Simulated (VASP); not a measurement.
Wanted: the native input for a VASP 6.6.1 run.

| Quantity | Value |
| --- | --- |
| Task | single point |
| Functional | PBE |
| Potentials or basis | VASP PAW PBE potentials, release 64 (Ir, Pt) |
| Cutoff | 520 eV |
| k mesh | 8 × 8 × 8 |
| Occupations | gaussian, width 0.1 eV |
| Spin | no spin polarisation |
| Dipole correction | no |
| Further INCAR settings | ALGO = Fast; EDIFF = 1e-06; NBANDS = 37 |

The structure of Ir2Pt lies in POSCAR:

```
Ir2Pt
1.0
    5.2318302650      0.0000000000      0.0000000000
    0.0000000000      5.2318302650      0.0000000000
    0.0000000000      0.0000000000      4.4708858336
Ir Pt
4 2
Direct
    0.3302085747      0.3302085747      0.0000000000
    0.1697914253      0.8302085747      0.5000000000
    0.6697914253      0.6697914253      0.0000000000
    0.8302085747      0.1697914253      0.5000000000
    0.0000000000      0.0000000000      0.0000000000
    0.5000000000      0.5000000000      0.5000000000
```

One way to write it, as run:

INCAR

```
PREC = Accurate
ENCUT = 520
EDIFF = 1E-6
ISMEAR = 0
SIGMA = 0.1
LREAL = False
LASPH = True
NELM = 100
ALGO = Fast
ISIF = 2
LWAVE = False
LCHARG = False
GGA = PE
NBANDS = 37
```

KPOINTS

```
Automatic mesh
0
Gamma
  8 8 8
```

Potentials or basis: VASP PAW PBE potentials, release 64 (Ir, Pt).

The run is started by

```console
$ cat potpaw_PBE.64/Ir/POTCAR potpaw_PBE.64/Pt/POTCAR > POTCAR
$ mpirun -np 1 vasp_std > vasp.out
```

It gave:

| Property | Result |
| --- | --- |
| Pressure | -0.2 GPa |
| Largest force | 0.046 eV/Å |
| Band gap on the k mesh | zero (bands 28 and 29 overlap by 0.32 eV) |

Caveat: spin-orbit coupling is left out, which moves the levels of the heavy elements.

It took 3.1 min on 1 thread of Intel(R) Xeon(R) Platinum 8488C (Sapphire Rapids), with other jobs on the host, peak memory 0.43 GiB.
